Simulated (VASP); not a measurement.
Input of a VASP 6.6.1 run:

File INCAR:

```
SYSTEM = P
  ALGO = Normal
  DIPOL = 0.5 0.5 0.390
  EDIFF = 1E-6
  ENCUT = 520
  GGA = PE
  IDIPOL = 3
  ISIF = 2
  ISMEAR = 0
  IVDW = 12
  LASPH = .TRUE.
  LCHARG = .FALSE.
  LDIPOL = .TRUE.
  LREAL = .FALSE.
  LWAVE = .FALSE.
  NBANDS = 30
  NELM = 100
  PREC = Accurate
  SIGMA = 0.05
```

File KPOINTS:

```
k-points
0
G
  8 6 1
  0 0 0
```

File POSCAR:

```
P
1.0
    3.2961869629      0.0000000000      0.0000000000
    0.0000000000      4.4391557027      0.0000000000
    0.0000000000      0.0000000000     21.7461973615
P
8
Direct
    0.5000000000      0.9174951453      0.2069327306
    0.0000000000      0.5825048547      0.2069327306
    0.5000000000      0.0825048547      0.3045635322
    0.0000000000      0.4174951453      0.3045635322
    1.0000000000      0.5825048547      0.4751680723
    1.5000000000      0.9174951453      0.4751680723
    1.0000000000      1.4174951453      0.5727988740
    1.5000000000      1.0825048547      0.5727988740
```

Potentials or basis: VASP PAW PBE potentials, release 64 (P).

Command:

```sh
$ cat potpaw_PBE.64/P/POTCAR > POTCAR
$ mpirun -np 1 vasp_std > vasp.out
```

(1) Estimate the dispersion energy per atom.

(2) What does it give for the band gap on the k mesh?

Results:

(1) -0.285 eV.

(2) 0.39 eV.

Caveat: the cell differs from its parent crystal (layers slid over each other).
